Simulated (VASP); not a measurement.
# Ga3SbN2 (P4/mmm) in VASP: further runs

The runs below take Ga3SbN2 through single point, relaxation of cell and atoms, with PBE.

All numbers are computed with VASP 6.6.1; they aren't measurements. Logs are shortened: lines on timing, memory, paths and dates and some standing lists are left out, and cuts for length are marked.

## (1) The cell of the first run

The structure is tetragonal, space group P4/mmm (No. 123). Conventional cell: a = 3.189 Å, b = 3.189 Å, c = 9.776 Å, α = 90.00°, β = 90.00°, γ = 90.00°. Ga (site symmetry 4mm) has 4 N at 2.73 Å and 4 Sb at 2.87 Å and 6 Ga at 3.11 to 3.55 Å within 3.6 Å. Ga (site symmetry 4/mmm) has 8 N at 2.75 Å and 6 Ga at 3.11 to 3.19 Å within 3.6 Å. Within 3.8 Å of Sb (site symmetry 4/mmm) lie 8 Ga at 2.87 Å and 4 Sb at 3.19 Å and 2 N at 3.32 Å. Within 3.6 Å of N (site symmetry 4mm) lie 8 Ga at 2.73 to 2.75 Å and 5 N at 3.14 to 3.19 Å and 1 Sb at 3.32 Å.

## (2) Single point, PBE

Contents of INCAR:

```
PREC     = Accurate       # precision mode
ENCUT    = 520            # plane-wave cutoff, eV
EDIFF    = 1E-6           # SCF threshold, eV
ISMEAR   = 0              # smearing method
SIGMA    = 0.1            # smearing width, eV
LREAL    = F              # projectors in reciprocal space
LASPH    = T              # aspherical terms in the spheres
NELM     = 100            # most SCF steps
ALGO     = Normal         # electronic algorithm
ISIF     = 2              # what is computed and relaxed
LWAVE    = F              # write WAVECAR
LCHARG   = T              # write CHGCAR
GGA      = PE             # functional
LELF     = T              # ELF
LVHAR    = T            
NBANDS   = 36             # bands
```

Contents of KPOINTS:

```
Automatic mesh
0
Gamma
  6 6 2
```

Contents of POSCAR:

```
Ga3SbN2
1.0
    3.1894471300      0.0000000000      0.0000000000
    0.0000000000      3.1894471300      0.0000000000
    0.0000000000      0.0000000000      9.7757593800
Ga Sb N
3 1 2
Direct
    0.5000000000      0.5000000000      0.1817286000
    0.5000000000      0.5000000000      0.5000000000
    0.5000000000      0.5000000000      0.8182714000
    0.0000000000      0.0000000000      0.0000000000
    0.0000000000      0.0000000000      0.3392778000
    0.0000000000      0.0000000000      0.6607222000
```

Potentials or basis: VASP PAW PBE potentials, release 64 (Ga_d, Sb, N).

On the command line:

```sh
cat potpaw_PBE.64/Ga_d/POTCAR potpaw_PBE.64/Sb/POTCAR potpaw_PBE.64/N/POTCAR > POTCAR
mpirun -np 1 vasp_std > vasp.out
```

OUTCAR:

```text
PREC = Accurate
   ENCUT = 520
   EDIFF = 1E-6
   ISMEAR = 0
   LREAL = F
   LASPH = T
   NELM = 100
   ISIF = 2
   GGA = PE

 ion  position               nearest neighbor table
   1  0.500  0.500  0.182-   4 2.87   4 2.87   4 2.87   4 2.87
   2  0.500  0.500  0.500-
   3  0.500  0.500  0.818-   4 2.87   4 2.87   4 2.87   4 2.87
   4  0.000  0.000  0.000-   1 2.87   3 2.87   1 2.87   3 2.87   1 2.87   3 2.87   1 2.87   3 2.87

   5  0.000  0.000  0.339-
   6  0.000  0.000  0.661-

  LATTYP: Found a simple tetragonal cell.
 ALAT       =     3.1894471300
 C/A-ratio  =     3.0650325845

  Lattice vectors:

 A1 = (   3.1894471300,   0.0000000000,   0.0000000000)
 A2 = (   0.0000000000,   3.1894471300,   0.0000000000)
 A3 = (   0.0000000000,   0.0000000000,   9.7757593800)

Analysis of symmetry for initial positions (statically):
=====================================================================
 Subroutine PRICEL returns:
 Original cell was already a primitive cell.

 Routine SETGRP: Setting up the symmetry group for a
 simple tetragonal supercell.

 Subroutine GETGRP returns: Found 16 space group operations
 (whereof 16 operations were pure point group operations)
 out of a pool of 16 trial point group operations.

The static configuration has the point symmetry D_4h.

Analysis of symmetry for dynamics (positions and initial velocities):
=====================================================================
 Subroutine PRICEL returns:
 Original cell was already a primitive cell.

 Routine SETGRP: Setting up the symmetry group for a
 simple tetragonal supercell.

 Subroutine GETGRP returns: Found 16 space group operations
 (whereof 16 operations were pure point group operations)
 out of a pool of 16 trial point group operations.

The dynamic configuration has the point symmetry D_4h.

 Subroutine INISYM returns: Found 16 space group operations
 (whereof 16 operations are pure point group operations),
 and found     1 'primitive' translations

----------------------------------------------------------------------------------------

                                     Primitive cell

  volume of cell :      99.4446

  direct lattice vectors                    reciprocal lattice vectors
     3.189447130  0.000000000  0.000000000     0.313533963  0.000000000  0.000000000
     0.000000000  3.189447130  0.000000000     0.000000000  0.313533963  0.000000000
     0.000000000  0.000000000  9.775759380     0.000000000  0.000000000  0.102293843

  length of vectors
     3.189447130  3.189447130  9.775759380     0.313533963  0.313533963  0.102293843

  position of ions in fractional coordinates (direct lattice)
     0.500000000  0.500000000  0.181728600
     0.500000000  0.500000000  0.500000000
     0.500000000  0.500000000  0.818271400
     0.000000000  0.000000000  0.000000000
     0.000000000  0.000000000  0.339277800
     0.000000000  0.000000000  0.660722200

  ion indices of the primitive-cell ions
   primitive index   ion index
                 1           1
                 2           2
                 3           3
                 4           4
                 5           5
                 6           6

----------------------------------------------------------------------------------------

 KPOINTS: Automatic mesh

Automatic generation of k-mesh.
 Grid dimensions read from file:
 generate k-points for:    6    6    2

 Generating k-lattice:

  Cartesian coordinates                     Fractional coordinates (reciprocal lattice)
     0.052255661  0.000000000  0.000000000     0.166666667  0.000000000  0.000000000
     0.000000000  0.052255661  0.000000000     0.000000000  0.166666667  0.000000000
     0.000000000  0.000000000  0.051146922     0.000000000  0.000000000  0.500000000

  Length of vectors
     0.052255661  0.052255661  0.051146922

  Shift w.r.t. Gamma in fractional coordinates (k-lattice)
     0.000000000  0.000000000  0.000000000

 Subroutine IBZKPT returns following result:
 ===========================================

 Found     20 irreducible k-points:

 Following reciprocal coordinates:
            Coordinates               Weight
  0.000000  0.000000  0.000000      1.000000
  0.166667  0.000000  0.000000      4.000000
  0.333333  0.000000  0.000000      4.000000
  0.500000  0.000000  0.000000      2.000000
  0.166667  0.166667  0.000000      4.000000
  0.333333  0.166667  0.000000      8.000000
[... 12 lines left out ...]
  0.500000  0.333333  0.500000      4.000000
  0.500000  0.500000  0.500000      1.000000
   k-points           NKPTS =     20   k-points in BZ     NKDIM =     20   number of bands    NBANDS=     36
   number of dos      NEDOS =    301   number of ions     NIONS =      6
   total plane-waves  NPLWV =  46080
   dimension x,y,z NGX =    24 NGY =   24 NGZ =   80
   dimension x,y,z NGXF=    48 NGYF=   48 NGZF=  160
   ions per type =               3   1   2
[... 28 lines left out ...]
   EFERMI_NEDOS =   21; number of points for ismear=-14 and -15
   IALGO  =     38    algorithm
   IMIX   =      4    mixing-type and parameters
     AMIX     =   0.40;   BMIX     =  1.00
     AMIX_MAG =   1.60;   BMIX_MAG =  1.00
  volume/ion in A,a.u.               =      16.57       111.85
  Fermi-wavevector in a.u.,A,eV,Ry     =   1.335608  2.523933 24.270732  1.783848
  Thomas-Fermi vector in A             =   2.464299
   LORBIT       =      0    0 simple, 1 ext, 2 COOP (PROOUT), +10 PAW based schemes
   GGA     = PE    functional components
   LHFCALC =     F    Hartree Fock is set to
   AEXX    =    0.0000 exact exchange contribution
   IVDW    =     0    specifies the selected vdW correction
   LEPSILON=     F    determine dielectric tensor
   LRPA    =     F    only Hartree local field effects (RPA)
 non-spin polarized calculation
 Gauss-broadening in eV      SIGMA  =   0.10
  energy-cutoff  :      520.00
  volume of cell :       99.44
 maximum number of plane-waves:      2736
 NGX is ok and might be reduce to    24
   NGX = 11   NGY = 11   NGZ = 37

 number of electron      53.9999973 magnetization

 Free energy of the ion-electron system (eV)
  ---------------------------------------------------
  ext. energy  EPLUGINS =         0.00000000
  ---------------------------------------------------
  free energy    TOTEN  =       -22.12324648 eV

  energy without entropy =      -22.10415914  energy(sigma->0) =      -22.11370281

 E-fermi :   5.6433     XC(G=0): -10.9489

 val. band max:        5.6406526376   @ k =   0.5000   0.3333   0.5000
 cond. band min:       5.6691365406   @ k =   0.0000   0.0000   0.5000
 fundamental gap:      0.0284839029
 Fermi energy:         5.6432878118

 k-point     1 :       0.0000    0.0000    0.0000
  band No.  band energies     occupation
      1      -9.2040      2.00000
      2      -9.2017      2.00000
      3      -9.1695      2.00000
      4      -9.1315      2.00000
      5      -9.0917      2.00000
      6      -9.0917      2.00000
[... 28 lines left out ...]
     35      12.0991      0.00000
     36      12.3923      0.00000

 k-point     2 :       0.1667    0.0000    0.0000
  band No.  band energies     occupation
      1      -9.1877      2.00000
      2      -9.1818      2.00000
      3      -9.1557      2.00000
      4      -9.1393      2.00000
      5      -9.1146      2.00000
      6      -9.1008      2.00000
[... 28 lines left out ...]
     35      12.3689      0.00000
     36      12.4289      0.00000

 k-point     3 :       0.3333    0.0000    0.0000
  band No.  band energies     occupation
      1      -9.2184      2.00000
      2      -9.1717      2.00000
      3      -9.1597      2.00000
      4      -9.1533      2.00000
      5      -9.1056      2.00000
      6      -9.0929      2.00000
[... 28 lines left out ...]
     35      12.5745      0.00000
     36      12.9460      0.00000
[... 586 lines left out ...]
 k-point    19 :       0.5000    0.3333    0.5000
  band No.  band energies     occupation
      1      -9.2167      2.00000
      2      -9.1947      2.00000
      3      -9.1856      2.00000
      4      -9.1473      2.00000
      5      -9.1352      2.00000
      6      -9.1108      2.00000
[... 28 lines left out ...]
     35       9.9363      0.00000
     36      10.3405      0.00000

 k-point    20 :       0.5000    0.5000    0.5000
  band No.  band energies     occupation
      1      -9.2441      2.00000
      2      -9.2234      2.00000
      3      -9.1680      2.00000
      4      -9.1680      2.00000
      5      -9.1241      2.00000
      6      -9.1241      2.00000
[... 28 lines left out ...]
     35      10.0339      0.00000
     36      10.5204      0.00000

------------------------ aborting loop because EDIFF is reached ----------------------------------------

  FORCE on cell =-STRESS in cart. coord.  units (eV):
  Direction    XX          YY          ZZ          XY          YZ          ZX
  --------------------------------------------------------------------------------------
  -------------------------------------------------------------------------------------
  Total       -2.2669419     -2.2669419     -4.8007640      0.0000000     -0.0000000      0.0000000
  in kB      -36.5232704    -36.5232704    -77.3463135      0.0000000     -0.0000000      0.0000000
  external PRESSURE =     -50.1309514 kB  Pullay stress =       0.0000000 kB

 VOLUME and BASIS-vectors are now :
 -----------------------------------------------------------------------------
  energy-cutoff  :      520.00
  volume of cell :       99.44
      direct lattice vectors                 reciprocal lattice vectors
     3.189447130  0.000000000  0.000000000     0.313533963  0.000000000  0.000000000
     0.000000000  3.189447130  0.000000000     0.000000000  0.313533963  0.000000000
     0.000000000  0.000000000  9.775759380     0.000000000  0.000000000  0.102293843

 POSITION                                       TOTAL-FORCE (eV/Angst)
 -----------------------------------------------------------------------------------
      1.59472      1.59472      1.77654         0.000000     -0.000000      2.795140
      1.59472      1.59472      4.88788        -0.000000      0.000000     -0.000000
      1.59472      1.59472      7.99922         0.000000     -0.000000     -2.795140
      0.00000      0.00000      0.00000        -0.000000      0.000000     -0.000000
      0.00000      0.00000      3.31670        -0.000000      0.000000     -0.343223
      0.00000      0.00000      6.45906        -0.000000      0.000000      0.343223
 -----------------------------------------------------------------------------------
    total drift:                                0.000000     -0.000000      0.000000

  FREE ENERGIE OF THE ION-ELECTRON SYSTEM (eV)
  ---------------------------------------------------
  free  energy   TOTEN  =       -22.1232464823 eV

  energy  without entropy=      -22.1041591352  energy(sigma->0) =      -22.11370281
```

It took 32 s on 1 thread of Intel Xeon 6975P-C (Granite Rapids), shared host; peak memory 0.23 GiB.

What came out:

```yaml
Free_energy: -22.1232 eV
Pressure: -5.0 GPa
Largest_force: 2.795 eV/Å
Band_gap_on_the_k_mesh: zero (band 27 reaches 6.36 eV, above the bottom of band 28 at 4.38 eV)
```

Forces on the atoms (eV/Å):
```
Ga   0.000  0.000  2.795
Ga   0.000  0.000  0.000
Ga   0.000  0.000 -2.795
Sb   0.000  0.000  0.000
N    0.000  0.000 -0.343
N    0.000  0.000  0.343
```

Stress tensor (GPa, compression positive):
```
-3.65  0.00  0.00
 0.00 -3.65  0.00
 0.00  0.00 -7.73
```

Caveat: spin-orbit coupling is left out, which moves the levels of the heavy elements; forces of over 1 eV/Å act on the atoms, so gaps and moduli don't describe the material at rest.

## (3) Single point, PBE

This run uses another cell than the first one, of 15.43 Å³/atom, 0.931 times its volume.

Contents of INCAR:

```
  PREC = Accurate
  ENCUT = 520
  EDIFF = 1E-7
  ISMEAR = 0
  SIGMA = 0.1
  LREAL = F
  LASPH = T
  NELM = 100
  ALGO = Normal
  ISIF = 2
  LWAVE = F
  LCHARG = F
  GGA = PE
  NBANDS = 36
```

Contents of KPOINTS:

```
Automatic mesh
0
Gamma
  12 12 4
```

Contents of POSCAR:

```
Ga3SbN2
1.0
    2.9168998992      0.0000000000      0.0000000000
    0.0000000000      2.9168998992      0.0000000000
    0.0000000000      0.0000000000     10.8792212802
Ga Sb N
3 1 2
Direct
    0.5000000000      0.5000000000      0.2626028036
    0.5000000000      0.5000000000      0.5000000000
    0.5000000000      0.5000000000      0.7373971964
    0.0000000000      0.0000000000      0.0000000000
    0.0000000000      0.0000000000      0.2094867563
    0.0000000000      0.0000000000      0.7905132437
```

Potentials or basis: VASP PAW PBE potentials, release 64 (Ga_d, Sb, N).

On the command line:

```sh
cat potpaw_PBE.64/Ga_d/POTCAR potpaw_PBE.64/Sb/POTCAR potpaw_PBE.64/N/POTCAR > POTCAR
mpirun -np 1 vasp_std > vasp.out
```

Wall time 2.2 min (1 thread of Intel Xeon 6975P-C (Granite Rapids), shared host); peak memory 0.38 GiB.

Results (log left out):

```
Free energy            : -27.6619 eV
Pressure               : 0.2 GPa
Largest force          : 0.023 eV/Å
Band gap on the k mesh : zero (band 27 reaches 8.58 eV, above the bottom of band 28 at 5.95 eV)
```

Forces on the atoms (eV/Å):
```
Ga   0.000  0.000  0.004
Ga   0.000  0.000  0.000
Ga   0.000  0.000 -0.004
Sb   0.000  0.000  0.000
N    0.000  0.000 -0.023
N    0.000  0.000  0.023
```

Stress tensor (GPa, compression positive):
```
 0.31  0.00  0.00
 0.00  0.31  0.00
 0.00  0.00 -0.01
```

Levels at points of the mesh, in eV from the Fermi level:
| k point | band 24 | band 25 | band 26 | band 27 | band 28 | band 29 | band 30 | band 31 |
| --- | --- | --- | --- | --- | --- | --- | --- | --- |
| (0.00, 0.00, 0.00) | -1.61 | -1.51 | -1.51 | 1.44 | 1.66 | 4.51 | 4.60 | 5.42 |
| (0.50, 0.00, 0.00) | -2.64 | -1.26 | -0.58 | -0.33 | -0.24 | 3.12 | 3.51 | 5.13 |
| (0.50, 0.50, 0.00) | -2.70 | -2.53 | -2.53 | -1.69 | -0.03 | 0.59 | 0.59 | 0.66 |
| (0.00, 0.00, 0.50) | -1.51 | -1.51 | -0.32 | -0.01 | 2.15 | 4.38 | 4.79 | 5.42 |
| (0.50, 0.00, 0.50) | -1.90 | -1.40 | -0.73 | -0.33 | -0.24 | 2.59 | 4.30 | 4.53 |
| (0.50, 0.50, 0.50) | -2.71 | -2.50 | -2.50 | -1.78 | 0.38 | 0.53 | 0.53 | 0.69 |

Caveat: spin-orbit coupling is left out, which moves the levels of the heavy elements.

## (4) Relaxation of cell and atoms, PBE

Contents of INCAR:

```
SYSTEM = Ga3SbN2
ALGO = Normal
EDIFF = 1E-7
EDIFFG = -0.04
ENCUT = 600
GGA = PE
IBRION = 2
ISIF = 3
ISMEAR = 0
LASPH = .TRUE.
LCHARG = .FALSE.
LREAL = .FALSE.
LWAVE = .FALSE.
NELM = 100
NSW = 90
PREC = Accurate
SIGMA = 0.1
```

Contents of KPOINTS:

```
k-points
0
G
  6 6 2
  0 0 0
```

Contents of POSCAR:

```
Ga3SbN2
1.0
    3.1894471300      0.0000000000      0.0000000000
    0.0000000000      3.1894471300      0.0000000000
    0.0000000000      0.0000000000      9.7757593800
Ga Sb N
3 1 2
Direct
    0.5000000000      0.5000000000      0.1817286000
    0.5000000000      0.5000000000      0.5000000000
    0.5000000000      0.5000000000      0.8182714000
    0.0000000000      0.0000000000      0.0000000000
    0.0000000000      0.0000000000      0.3392778000
    0.0000000000      0.0000000000      0.6607222000
```

On the command line:

```sh
cat potpaw_PBE.64/Ga_d/POTCAR potpaw_PBE.64/Sb/POTCAR potpaw_PBE.64/N/POTCAR > POTCAR
mpirun -np 1 vasp_std > vasp.out
```

Run time: 26 min. Hardware: 1 thread of Intel Xeon 6975P-C (Granite Rapids), shared host; peak memory 0.3 GiB.

The run converged. Its results:

```yaml
Free_energy: -27.7068 eV
Relaxed_volume: 15.38 Å³/atom
Relaxed_cell: a = 2.911 Å, b = 2.911 Å, c = 10.891 Å, α = 90.00°, β = 90.00°, γ = 90.00°
Space_group_after_relaxing_to_0.05_Å: P4/mmm (No. 123)
Energy_gained_by_relaxing: 930.2 meV/atom
Ionic_steps: 51
Pressure_after_relaxing: 0.1 GPa
Largest_force_after_relaxing: 0.007 eV/Å
Band_gap_on_the_k_mesh: zero (band 27 reaches 8.28 eV, above the bottom of band 28 at 6.05 eV)
```

Forces in eV/Å, atoms in the order of the input:
```
Ga   0.000  0.000  0.007
Ga   0.000  0.000  0.000
Ga   0.000  0.000 -0.007
Sb   0.000  0.000  0.000
N    0.000  0.000 -0.007
N    0.000  0.000  0.007
```

Stress tensor (GPa, compression positive):
```
0.17 0.00 0.00
0.00 0.17 0.00
0.00 0.00 0.00
```

The path:
| step | energy change (eV) | largest force (eV/Å) | pressure (GPa) | volume (Å³) |
| --- | --- | --- | --- | --- |
| 1 | 0.0000 | 2.7948 | -5.09 | 99.44 |
| 3 | -0.2004 | 2.4392 | 34.99 | 71.90 |
| 5 | -1.4449 | 0.9556 | 16.02 | 77.67 |
| 7 | -2.1121 | 0.7462 | 6.18 | 83.12 |
| 9 | -2.9259 | 0.9601 | -0.34 | 89.92 |
| 11 | -3.5702 | 1.2027 | -5.50 | 102.21 |
| 13 | -4.0117 | 0.7066 | 2.93 | 97.48 |
| 15 | -4.2566 | 0.7280 | 3.17 | 101.33 |
| 17 | -4.4829 | 0.2012 | 0.43 | 107.38 |
| 19 | -4.4853 | 0.1218 | 0.04 | 108.21 |
| 21 | -4.4968 | 0.1726 | -0.96 | 107.82 |
| 23 | -4.5083 | 0.2280 | 0.45 | 104.48 |
| 25 | -4.5223 | 0.2097 | -0.06 | 103.34 |
| 27 | -4.6096 | 0.9670 | -0.23 | 97.86 |
| 29 | -4.7788 | 1.3890 | 0.93 | 94.28 |
| 31 | -4.8355 | 1.2505 | 2.94 | 91.14 |
| 33 | -4.8435 | 1.2978 | 2.61 | 91.41 |
| 35 | -4.8478 | 1.2119 | 2.94 | 91.13 |
| 37 | -4.8587 | 1.2075 | 2.86 | 91.19 |
| 39 | -4.9070 | 1.1881 | 2.45 | 91.46 |
| 41 | -5.0843 | 1.1208 | 0.91 | 92.53 |
| 43 | -5.4787 | 0.3712 | -3.79 | 96.76 |
| 45 | -5.5517 | 0.2189 | -2.33 | 95.15 |
| 47 | -5.5649 | 0.1902 | -0.76 | 93.62 |
| 49 | -5.5746 | 0.1653 | 0.11 | 92.62 |
| 51 | -5.5813 | 0.0070 | 0.12 | 92.30 |

Final structure:
```
CELL_PARAMETERS angstrom
2.91120 0.00000 0.00000
0.00000 2.91120 0.00000
0.00000 0.00000 10.89116
ATOMIC_POSITIONS crystal
Ga 0.50000 0.50000 0.26313
Ga 0.50000 0.50000 0.50000
Ga 0.50000 0.50000 0.73687
Sb 0.00000 0.00000 0.00000
N 0.00000 0.00000 0.20866
N 0.00000 0.00000 0.79134
```

Levels at points of the mesh, in eV from the Fermi level:
```
           k point  band 24  band 25  band 26  band 27  band 28  band 29  band 30  band 31
(0.00, 0.00, 0.00)    -1.92    -1.81    -1.81     1.15     1.35     4.22     4.24     5.10
(0.50, 0.00, 0.00)    -2.93    -1.60    -0.90    -0.64    -0.55     2.78     3.16     4.82
(0.50, 0.50, 0.00)    -3.03    -2.89    -2.89    -1.99    -0.33     0.34     0.34     0.36
(0.00, 0.00, 0.50)    -1.81    -1.81    -0.64    -0.35     1.86     4.07     4.45     5.10
(0.50, 0.00, 0.50)    -2.17    -1.74    -1.07    -0.64    -0.55     2.25     3.99     4.19
(0.50, 0.50, 0.50)    -3.01    -2.86    -2.86    -2.09     0.09     0.28     0.28     0.40
```

Caveat: spin-orbit coupling is left out, which moves the levels of the heavy elements.

## (5) Summary

```csv
task,cell,k mesh,cutoff (eV),gap on the mesh (eV),pressure (GPa),largest force (eV/Å)
single point,"a = 3.189, b = 3.189, c = 9.776 Å, 6 atoms",6 × 6 × 2,520,none,-5.0,2.80
single point,"a = 2.917, b = 2.917, c = 10.879 Å, 6 atoms",12 × 12 × 4,520,none,0.2,0.02
relaxation of cell and atoms,"relaxed from a = 3.189, b = 3.189, c = 9.776 Å, 6 atoms",6 × 6 × 2,600,none,0.1,0.01
```

Alike in all rows: level PBE; potentials or basis VASP PAW PBE potentials, release 64 (Ga_d, Sb, N); no spin polarisation; smearing gaussian 0.1 eV.

Caveats: spin-orbit coupling is left out, which moves the levels of the heavy elements; forces of over 1 eV/Å act on the atoms, so gaps and moduli don't describe the material at rest (some runs).

Total energies depend on the potentials used, so only differences within one code and one set of settings carry meaning.
